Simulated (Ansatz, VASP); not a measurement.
One calculation of Nb, two programs

File POSCAR:

```
Nb
1.0
   -1.6511317439      1.6511317439      1.6511317439
    1.6511317439     -1.6511317439      1.6511317439
    1.6511317439      1.6511317439     -1.6511317439
Nb
1
Direct
    0.0000000000      0.0000000000      0.0000000000
```

File INCAR.step1:

```
PREC = Accurate
ENCUT = 520
ISMEAR = -1
SIGMA = 0.1
LREAL = False
LASPH = True
NELM = 60
NBANDS = 12
GGA = PE
ALGO = Normal
EDIFF = 1E-4
LWAVE = True
LCHARG = False
```

Contents of INCAR.step2:

```
PREC = Accurate
ENCUT = 520
EDIFF = 1E-7
ISMEAR = -1
SIGMA = 0.1
LREAL = False
LASPH = True
NELM = 60
ALGO = Normal
ISIF = 2
LWAVE = False
LCHARG = True
METAGGA = R2SCAN
LMIXTAU = True
LELF = True
LVHAR = True
NBANDS = 12
ISTART = 1
```

The input KPOINTS:

```
Automatic mesh
0
Gamma
  13 13 13
```

Input for Ansatz:

```yaml
crystal:
  lattice:
    - [-1.6511317439, 1.6511317439, 1.6511317439]
    - [1.6511317439, -1.6511317439, 1.6511317439]
    - [1.6511317439, 1.6511317439, -1.6511317439]
  atoms:
    - { symbol: Nb, position: [0.0, 0.0, 0.0] }
hamiltonian:
  xc: r2scan
  pseudopotentials:
    kind: paw
    azcp:
      Nb: "pseudopotentials/Nb.paw.azcp"
basis:
  ecutwfc: 800
  fft_grid_basis: typed
kpoints:
  mp_grid: { grid: [13, 13, 13], shift: [0, 0, 0] }
magnetization:
  spin_polarized: false
scf:
  occupations: { method: fermi_dirac, width: 0.1 }
  lower_state_search: "off"
output:
  stress: true
```

Alike in both runs: task single point; functional r2SCAN; k mesh 13 × 13 × 13; occupations fermi-dirac, width 0.1 eV; no spin polarisation.

|  | VASP | Ansatz |
| --- | --- | --- |
| version | VASP 6.6.1 | Ansatz 0.2.0 |
| potentials or method | VASP PAW PBE potentials, release 64 (Nb_sv), cutoff 520 eV | plane waves (800 eV) with PAW, scalar-relativistic |
| valence electrons in the cell | 13 | 13 |

|  | VASP | Ansatz | Ansatz less VASP |
| --- | --- | --- | --- |
| pressure (GPa) | -0.2 | 0.0 | +0.20 |

VASP's potentials were made for PBE, not for r2SCAN. With one functional, cell and mesh, what is left measures potentials, basis and numerics.
